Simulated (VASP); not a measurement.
# Mg (P6/mmm) in VASP: notebook

Mg is run at these levels: BLYP; tasks: single point, relaxation of cell and atoms.

Program: VASP 6.6.1. These are calculated values, not measurements. Logs are shortened: lines on timing, memory, paths and dates and some standing lists are left out, and cuts for length are marked.

**1. The cell of the first run**

Symmetry: P6/mmm, No. 191, hexagonal system. The conventional cell has a = 5.143 Å, b = 5.143 Å, c = 3.136 Å, α = 90.00°, β = 90.00°, γ = 120.00°. Within 4.1 Å of Mg (site symmetry 6/mmm) lie 14 Mg at 3.14 to 3.36 Å. Mg (site symmetry -6m2) has 11 Mg at 2.97 to 3.36 Å within 3.9 Å.

This isn't the form of Mg at room conditions, which is hcp.

**2. Single point, BLYP**

The input, INCAR:

```
  PREC = Accurate
  ENCUT = 520
  EDIFF = 1E-6
  ISMEAR = -1
  SIGMA = 0.1
  LREAL = False
  LASPH = True
  NELM = 100
  ALGO = Normal
  ISIF = 2
  LWAVE = False
  LCHARG = False
  GGA = B5
  ALDAX = 1.0
  AGGAX = 1.0
  AGGAC = 1.0
  ALDAC = 0.0
  NBANDS = 10
```

The input, KPOINTS:

```
Automatic mesh
0
Gamma
  9 9 13
```

The input, POSCAR:

```
Mg
1.0
    5.1429641389      0.0000000000      0.0000000000
   -2.5714820695      4.4539375951      0.0000000000
    0.0000000000      0.0000000000      3.1362559495
Mg
3
Direct
    1.0000000000      1.0000000000      0.0000000000
    0.3333333333      0.6666666667      0.5000000000
    0.6666666667      0.3333333333      0.5000000000
```

Potentials or basis: VASP PAW PBE potentials, release 64 (Mg).

Run with:

```console
cat potpaw_PBE.64/Mg/POTCAR > POTCAR
mpirun -np 1 vasp_std > vasp.out
```

OUTCAR:

```text
PREC = Accurate
   ENCUT = 520
   EDIFF = 1E-6
   ISMEAR = -1
   LREAL = False
   LASPH = True
   NELM = 100
   ISIF = 2
   GGA = B5

 ion  position               nearest neighbor table
   1  0.000  0.000  0.000-   2 3.36   3 3.36   2 3.36   3 3.36   3 3.36   3 3.36   2 3.36   2 3.36
                             3 3.36   3 3.36   2 3.36   2 3.36
   2  0.333  0.667  0.500-   3 2.97   3 2.97   3 2.97   1 3.36   1 3.36   1 3.36   1 3.36   1 3.36
                             1 3.36
   3  0.667  0.333  0.500-   2 2.97   2 2.97   2 2.97   1 3.36   1 3.36   1 3.36   1 3.36   1 3.36
                             1 3.36

  LATTYP: Found a hexagonal cell.
 ALAT       =     5.1429641389
 C/A-ratio  =     0.6098148587

  Lattice vectors:

 A1 = (   5.1429641389,   0.0000000000,   0.0000000000)
 A2 = (  -2.5714820695,   4.4539375951,   0.0000000000)
 A3 = (   0.0000000000,   0.0000000000,   3.1362559495)

Analysis of symmetry for initial positions (statically):
=====================================================================
 Subroutine PRICEL returns:
 Original cell was already a primitive cell.

 Routine SETGRP: Setting up the symmetry group for a
 hexagonal supercell.

 Subroutine GETGRP returns: Found 24 space group operations
 (whereof 24 operations were pure point group operations)
 out of a pool of 24 trial point group operations.

The static configuration has the point symmetry D_6h.

Analysis of symmetry for dynamics (positions and initial velocities):
=====================================================================
 Subroutine PRICEL returns:
 Original cell was already a primitive cell.

 Routine SETGRP: Setting up the symmetry group for a
 hexagonal supercell.

 Subroutine GETGRP returns: Found 24 space group operations
 (whereof 24 operations were pure point group operations)
 out of a pool of 24 trial point group operations.

The dynamic configuration has the point symmetry D_6h.

 Subroutine INISYM returns: Found 24 space group operations
 (whereof 24 operations are pure point group operations),
 and found     1 'primitive' translations

----------------------------------------------------------------------------------------

                                     Primitive cell

  volume of cell :      71.8405

  direct lattice vectors                    reciprocal lattice vectors
     5.142964139  0.000000000  0.000000000     0.194440399  0.112260217  0.000000000
    -2.571482070  4.453937595  0.000000000     0.000000000  0.224520434  0.000000000
     0.000000000  0.000000000  3.136255950     0.000000000  0.000000000  0.318851527

  length of vectors
     5.142964139  5.142964139  3.136255950     0.224520434  0.224520434  0.318851527

  position of ions in fractional coordinates (direct lattice)
     0.000000000  0.000000000  0.000000000
     0.333333333  0.666666667  0.500000000
     0.666666667  0.333333333  0.500000000

  ion indices of the primitive-cell ions
   primitive index   ion index
                 1           1
                 2           2
                 3           3

----------------------------------------------------------------------------------------

 KPOINTS: Automatic mesh

Automatic generation of k-mesh.
 Grid dimensions read from file:
 generate k-points for:    9    9   13

 Generating k-lattice:

  Cartesian coordinates                     Fractional coordinates (reciprocal lattice)
     0.021604489  0.012473357  0.000000000     0.111111111  0.000000000  0.000000000
     0.000000000  0.024946715  0.000000000     0.000000000  0.111111111  0.000000000
     0.000000000  0.000000000  0.024527041     0.000000000  0.000000000  0.076923077

  Length of vectors
     0.024946715  0.024946715  0.024527041

  Shift w.r.t. Gamma in fractional coordinates (k-lattice)
     0.000000000  0.000000000  0.000000000

 Subroutine IBZKPT returns following result:
 ===========================================

 Found     84 irreducible k-points:

 Following reciprocal coordinates:
            Coordinates               Weight
  0.000000  0.000000  0.000000      1.000000
  0.111111  0.000000  0.000000      6.000000
  0.222222  0.000000  0.000000      6.000000
  0.333333  0.000000  0.000000      6.000000
  0.444444  0.000000  0.000000      6.000000
  0.111111  0.111111  0.000000      6.000000
[... 16 lines left out ...]
  0.333333  0.222222  0.076923     24.000000
  0.333333  0.333333  0.076923      4.000000
 [... further k-points ...]
   k-points           NKPTS =     84   k-points in BZ     NKDIM =     84   number of bands    NBANDS=     10
   number of dos      NEDOS =    301   number of ions     NIONS =      3
   total plane-waves  NPLWV =  38400
   dimension x,y,z NGX =    40 NGY =   40 NGZ =   24
   dimension x,y,z NGXF=    80 NGYF=   80 NGZF=   48
   ions per type =               3
   NGX,Y,Z   is equivalent  to a cutoff of  12.93, 12.93, 12.72 a.u.
   NGXF,Y,Z  is equivalent  to a cutoff of  25.86, 25.86, 25.44 a.u.
 SYSTEM =  unknown system
   PREC   = accura    normal or accurate (medium, high low for compatibility)
   ISTART =      0    job   : 0-new  1-cont  2-samecut
   ICHARG =      2    charge: 1-file 2-atom 10-const
   ISPIN  =      1    spin polarized calculation?
   LNONCOLLINEAR =      F non collinear calculations
   LSORBIT =      F    spin-orbit coupling
   LASPH  =      T    aspherical Exc in radial PAW
   ENCUT  =  520.0 eV  38.22 Ry    6.18 a.u.   9.56  9.56  5.83*2*pi/ulx,y,z
   NELM   =    100;   NELMIN=  2; NELMDL= -5     # of ELM steps
   EDIFF  = 0.1E-05   stopping-criterion for ELM
   LREAL  =      F    real-space projection
   EDIFFG = 0.1E-04   stopping-criterion for IOM
   NSW    =      0    number of steps for IOM
   IBRION =     -1    ionic relax: 0-MD 1-quasi-New 2-CG
   NFREE  =      0    steps in history (QN), initial steepest desc. (CG)
   ISIF   =      2    stress and relaxation
   ISYM   =      2    0-nonsym 1-usesym 2-fastsym
   POTIM  = 0.5000    time-step for ionic-motion
   TEBEG  =    0.0;   TEEND  =   0.0 temperature during run
   PSTRESS=    0.0 pullay stress
   NELECT =       6.0000    total number of electrons
   NUPDOWN=      -1.0000    fix difference up-down
   EMIN   =  10.00;   EMAX   =-10.00  energy-range for DOS
   EFERMI =   0.00;   METHOD = LEGACY
   ISMEAR =    -1;   SIGMA  =   0.10  broadening in eV -4-tet -1-fermi 0-gaus
   EFERMI_NEDOS =   21; number of points for ismear=-14 and -15
   IALGO  =     38    algorithm
   IMIX   =      4    mixing-type and parameters
     AMIX     =   0.40;   BMIX     =  1.00
     AMIX_MAG =   1.60;   BMIX_MAG =  1.00
  volume/ion in A,a.u.               =      23.95       161.60
  Fermi-wavevector in a.u.,A,eV,Ry     =   0.715598  1.352283  6.967270  0.512080
  Thomas-Fermi vector in A             =   1.803800
   LORBIT       =      0    0 simple, 1 ext, 2 COOP (PROOUT), +10 PAW based schemes
   GGA     = B5    functional components
   LHFCALC =     F    Hartree Fock is set to
   AEXX    =    0.0000 exact exchange contribution
   IVDW    =     0    specifies the selected vdW correction
   LEPSILON=     F    determine dielectric tensor
   LRPA    =     F    only Hartree local field effects (RPA)
 non-spin polarized calculation
  energy-cutoff  :      520.00
  volume of cell :       71.84
 maximum number of plane-waves:      1962
 NGX is ok and might be reduce to    40
   NGX = 19   NGY = 19   NGZ = 11

 number of electron       6.0000000 magnetization

 Free energy of the ion-electron system (eV)
  ---------------------------------------------------
  ext. energy  EPLUGINS =         0.00000000
  ---------------------------------------------------
  free energy    TOTEN  =        -2.09675583 eV

  energy without entropy =       -2.05322411  energy(sigma->0) =       -2.07498997

 E-fermi :   2.8976     XC(G=0):  -7.9167

 val. band max:        2.8911240534   @ k =   0.2222   0.2222   0.3846
 cond. band min:       2.9660308962   @ k =   0.4444   0.1111   0.0000
 fundamental gap:      0.0749068428
 Fermi energy:         2.8976146526

 k-point     1 :       0.0000    0.0000    0.0000
  band No.  band energies     occupation
      1      -3.8857      2.00000
      2       3.1933      0.09886
      3       3.1933      0.09886
      4       3.2532      0.05555
      5       3.2532      0.05555
      6       4.0235      0.00003
      7       4.0742      0.00002
      8      10.4512      0.00000
      9      10.9429      0.00000
     10      15.8224      0.00000

 k-point     2 :       0.1111    0.0000    0.0000
  band No.  band energies     occupation
      1      -3.7918      2.00000
      2       1.9362      1.99987
      3       2.5359      1.94771
      4       2.9680      0.66177
      5       4.0835      0.00001
      6       4.7240      0.00000
      7       5.2380      0.00000
      8      10.5294      0.00000
      9      11.0123      0.00000
     10      14.7853      0.00000

 k-point     3 :       0.2222    0.0000    0.0000
  band No.  band energies     occupation
      1      -3.5106      2.00000
      2       0.6131      2.00000
      3       2.0217      1.99969
      4       2.4485      1.97783
      5       5.1164      0.00000
      6       5.7553      0.00000
      7       7.0094      0.00000
      8      10.7640      0.00000
      9      11.1777      0.00000
     10      12.8115      0.00000
[... 248 lines left out ...]
 k-point    23 :       0.3333    0.2222    0.0769
  band No.  band energies     occupation
      1      -2.0271      2.00000
      2      -1.2004      2.00000
      3      -0.3809      2.00000
      4       4.4478      0.00000
      5       6.0038      0.00000
      6       7.5385      0.00000
      7      10.0358      0.00000
      8      10.3058      0.00000
      9      10.8252      0.00000
     10      11.5125      0.00000

 k-point    24 :       0.3333    0.3333    0.0769
  band No.  band energies     occupation
      1      -1.2989      2.00000
      2      -1.2884      2.00000
      3      -1.2884      2.00000
      4       5.8499      0.00000
      5       5.9566      0.00000
      6       5.9566      0.00000
      7      10.5749      0.00000
      8      10.5749      0.00000
      9      10.8017      0.00000
     10      12.7480      0.00000

 [... further k-points ...]

------------------------ aborting loop because EDIFF is reached ----------------------------------------

  FORCE on cell =-STRESS in cart. coord.  units (eV):
  Direction    XX          YY          ZZ          XY          YZ          ZX
  --------------------------------------------------------------------------------------
  -------------------------------------------------------------------------------------
  Total       -0.0218951     -0.0218951     -0.0381257      0.0000000     -0.0000000      0.0000000
  in kB       -0.4883013     -0.4883013     -0.8502739      0.0000000     -0.0000000      0.0000000
  external PRESSURE =      -0.6089588 kB  Pullay stress =       0.0000000 kB

 VOLUME and BASIS-vectors are now :
 -----------------------------------------------------------------------------
  energy-cutoff  :      520.00
  volume of cell :       71.84
      direct lattice vectors                 reciprocal lattice vectors
     5.142964139  0.000000000  0.000000000     0.194440399  0.112260217  0.000000000
    -2.571482070  4.453937595  0.000000000     0.000000000  0.224520434  0.000000000
     0.000000000  0.000000000  3.136255950     0.000000000  0.000000000  0.318851527

 POSITION                                       TOTAL-FORCE (eV/Angst)
 -----------------------------------------------------------------------------------
      0.00000      0.00000      0.00000         0.000000      0.000000      0.000000
     -0.00000      2.96929      1.56813        -0.000000      0.000000      0.000000
      2.57148      1.48465      1.56813         0.000000      0.000000     -0.000000
 -----------------------------------------------------------------------------------
    total drift:                                0.000000     -0.000000      0.000000

  FREE ENERGIE OF THE ION-ELECTRON SYSTEM (eV)
  ---------------------------------------------------
  free  energy   TOTEN  =        -2.0967558291 eV

  energy  without entropy=       -2.0532241099  energy(sigma->0) =       -2.07498997
```

Wall time 51 s (1 thread of Intel Xeon Platinum 8259CL at 2.50GHz (Skylake/Cascade Lake), shared host); peak memory 0.21 GiB.

What came out:

| Property | Result |
| --- | --- |
| Free energy | -2.0968 eV |
| Pressure | -0.1 GPa |
| Band gap on the k mesh | zero (bands 3 and 4 overlap by 4.11 eV) |

Levels at points of the mesh, in eV from the Fermi level:
```tsv
k point	band 1	band 2	band 3	band 4	band 5	band 6
(0.00, 0.00, 0.00)	-6.78	0.30	0.30	0.36	0.36	1.13
```

Caveat: the PAW data sets were made with another functional, which shifts forces and pressure a little.

**3. Relaxation of cell and atoms, BLYP**

This run uses another cell than the first one, of 23.24 Å³/atom.

The input, INCAR:

```
PREC = Accurate
ENCUT = 600
EDIFF = 1E-6
ISMEAR = -1
SIGMA = 0.1
LREAL = F
LASPH = T
NELM = 60
ALGO = Normal
ISIF = 3
LWAVE = F
LCHARG = F
GGA = B5
ALDAX = 1.0
AGGAX = 1.0
AGGAC = 1.0
ALDAC = 0.0
IBRION = 2
NSW = 80
EDIFFG = -0.01
```

The input, KPOINTS:

```
Automatic mesh
0
Gamma
  7 7 10
```

The input, POSCAR:

```
Mg
1.0
    5.0827995274      0.0000000000      0.0000000000
   -2.5413997637      4.4018335130      0.0000000000
    0.0000000000      0.0000000000      3.1157561103
Mg
3
Direct
    0.0000000000      0.0000000000      0.0000000000
    0.3333333333      0.6666666667      0.5000000000
    0.6666666667      0.3333333333      0.5000000000
```

Potentials or basis: VASP PAW PBE potentials, release 64 (Mg).

Run with:

```console
cat potpaw_PBE.64/Mg/POTCAR > POTCAR
mpirun -np 1 vasp_std > vasp.out
```

OUTCAR:

```text
PREC = Accurate
   ENCUT = 600
   EDIFF = 1E-6
   ISMEAR = -1
   LREAL = F
   LASPH = T
   NELM = 60
   ISIF = 3
   GGA = B5
   IBRION = 2
   NSW = 80
   EDIFFG = -0.01

 ion  position               nearest neighbor table
   1  0.000  0.000  0.000-   2 3.32   3 3.32   2 3.32   3 3.32   2 3.32   2 3.32   3 3.32   3 3.32
                             3 3.32   3 3.32   2 3.32   2 3.32
   2  0.333  0.667  0.500-   3 2.93   3 2.93   3 2.93   1 3.32   1 3.32   1 3.32   1 3.32   1 3.32
                             1 3.32
   3  0.667  0.333  0.500-   2 2.93   2 2.93   2 2.93   1 3.32   1 3.32   1 3.32   1 3.32   1 3.32
                             1 3.32

  LATTYP: Found a hexagonal cell.
 ALAT       =     5.0827995274
 C/A-ratio  =     0.6130000000

  Lattice vectors:

 A1 = (   5.0827995274,   0.0000000000,   0.0000000000)
 A2 = (  -2.5413997637,   4.4018335130,   0.0000000000)
 A3 = (   0.0000000000,   0.0000000000,   3.1157561103)
[... 266 lines left out ...]
 fundamental gap:      0.1156622849
 Fermi energy:         2.8793906482

 k-point     1 :       0.0000    0.0000    0.0000
  band No.  band energies     occupation
      1      -3.8839      2.00000
      2       3.2034      0.07539
      3       3.2034      0.07539
      4       3.2633      0.04211
      5       3.2633      0.04211
      6       4.0419      0.00002
      7       4.0922      0.00001
[... 221 lines left out ...]
 k-point    24 :       0.2857    0.2857    0.2000
  band No.  band energies     occupation
      1      -1.4344      2.00000
      2      -0.3816      2.00000
      3      -0.3736      2.00000
      4       5.7206      0.00000
      5       5.8026      0.00000
      6       7.2146      0.00000
      7       7.8022      0.00000

 [... further k-points ...]

------------------------ aborting loop because EDIFF is reached ----------------------------------------

  FORCE on cell =-STRESS in cart. coord.  units (eV):
  Direction    XX          YY          ZZ          XY          YZ          ZX
  --------------------------------------------------------------------------------------
  -------------------------------------------------------------------------------------
  Total        0.0196984      0.0196984     -0.0109822      0.0000000      0.0000000      0.0000000
  in kB        0.4399644      0.4399644     -0.2452887      0.0000000      0.0000000      0.0000000
  external PRESSURE =       0.2115467 kB  Pullay stress =       0.0000000 kB
[... 18 lines left out ...]
  FREE ENERGIE OF THE ION-ELECTRON SYSTEM (eV)
  ---------------------------------------------------
  free  energy   TOTEN  =        -2.1042492351 eV

  energy  without entropy=       -2.0608456477  energy(sigma->0) =       -2.08254744

 reached required accuracy - stopping structural energy minimisation
```

OSZICAR:

```text
N       E                     dE             d eps       ncg     rms          rms(c)
DAV:   1     0.481705527303E+01    0.48171E+01   -0.22027E+03   672   0.686E+02
DAV:   2    -0.200019783403E+01   -0.68173E+01   -0.65625E+01   868   0.452E+01
DAV:   3    -0.207782885976E+01   -0.77631E-01   -0.73027E-01   938   0.563E+00
DAV:   4    -0.207811994024E+01   -0.29108E-03   -0.29104E-03  1029   0.302E-01
[... 14 lines left out ...]
       N       E                     dE             d eps       ncg     rms          rms(c)
DAV:   1    -0.210423200106E+01   -0.77781E-03   -0.59726E-03   847   0.505E-01    0.265E-02
DAV:   2    -0.210424231613E+01   -0.10315E-04   -0.27704E-05   854   0.433E-02    0.179E-02
DAV:   3    -0.210424885177E+01   -0.65356E-05   -0.26197E-05   791   0.456E-02    0.135E-03
DAV:   4    -0.210424923510E+01   -0.38333E-06   -0.25802E-07   504   0.398E-03
   3 F= -.21042492E+01 E0= -.20825474E+01  d E =-.610735E-02
```

Run time: 89 s. Hardware: 1 thread of Intel Xeon Platinum 8259CL at 2.50GHz (Skylake/Cascade Lake), shared host; peak memory 0.23 GiB.

What came out:

```
Free energy                           : -2.1042 eV
Relaxed volume                        : 23.91 Å³/atom
Relaxed cell                          : a = 5.139 Å, b = 5.139 Å, c = 3.136 Å, α = 90.00°, β = 90.00°, γ = 120.00°
Space group after relaxing (to 0.1 Å) : P6/mmm (No. 191)
Energy gained by relaxing             : 2.0 meV/atom
Ionic steps                           : 3
Pressure after relaxing               : 0.0 GPa
Band gap on the k mesh                : zero (bands 3 and 4 overlap by 4.30 eV)
```

The path:
```csv
step,energy change (eV),largest force (eV/Å),pressure (GPa),volume (Å³)
1,0.0000,0.0000,0.90,69.71
2,-0.0053,0.0000,0.31,71.04
3,-0.0061,0.0000,0.02,71.73
```

Final structure:
```xyz
3
Lattice="5.1391 0.0000 0.0000 -2.5695 4.4506 0.0000 0.0000 0.0000 3.1364" Properties=species:S:1:pos:R:3 pbc="T T T"
Mg    0.0000    0.0000    0.0000
Mg    0.0000    2.9670    1.5682
Mg    2.5695    1.4835    1.5682
```

Levels at points of the mesh, in eV from the Fermi level:
```
           k point  band 1  band 2  band 3  band 4  band 5  band 6  band 7
(0.00, 0.00, 0.00)   -6.76    0.32    0.32    0.38    0.38    1.16    1.21
(0.00, 0.00, 0.50)   -3.20   -2.80    3.35    3.35    3.67    3.67    3.79
```

Caveat: the PAW data sets were made with another functional, which shifts forces and pressure a little.
